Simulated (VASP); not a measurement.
Here is a VASP 6.6.1 calculation.

Contents of INCAR:

```
  ALGO = Normal
  EDIFF = 1E-7
  ENCUT = 520
  GGA = PE
  ISIF = 2
  ISMEAR = 0
  LASPH = T
  LCHARG = F
  LREAL = F
  LWAVE = F
  NBANDS = 31
  NELM = 60
  PREC = Accurate
  SIGMA = 0.02
```

File KPOINTS:

```
k-points
0
Gamma
  8 8 4
```

POSCAR

```
Al3InAs4
1.0
    4.1252185259      0.0000000000      0.0000000000
    0.0000000000      4.1252185259      0.0000000000
    0.0000000000      0.0000000000     11.6931033602
Al In As
3 1 4
Direct
    0.5000000000      0.5000000000      0.2591660295
    0.0000000000      0.0000000000      0.5000000000
    0.5000000000      0.5000000000      0.7408339705
    0.0000000000      0.0000000000      0.0000000000
    0.5000000000      0.0000000000      0.1407228452
    0.0000000000      0.5000000000      0.3796155796
    0.5000000000      0.0000000000      0.6203844204
    0.0000000000      0.5000000000      0.8592771548
```

Potentials or basis: VASP PAW PBE potentials, release 64 (Al, In_d, As).

The run is started by

```bash
$ cat potpaw_PBE.64/Al/POTCAR potpaw_PBE.64/In_d/POTCAR potpaw_PBE.64/As/POTCAR > POTCAR
$ mpirun -np 1 vasp_std > vasp.out
```

**Question.** Predict the band gap on the k mesh.

**Answer.** 1.04 eV.

**Question.** Predict the pressure.

**Answer.** 0.1 GPa.

Forces on the atoms (eV/Å):
```
Al   0.000  0.000  0.000
Al   0.000  0.000  0.000
Al   0.000  0.000  0.000
In   0.000  0.000  0.000
As   0.000  0.000 -0.003
As   0.000  0.000  0.000
As   0.000  0.000  0.000
As   0.000  0.000  0.003
```

Caveat: spin-orbit coupling is left out, which moves the levels of the heavy elements. A k mesh can miss the band edges.
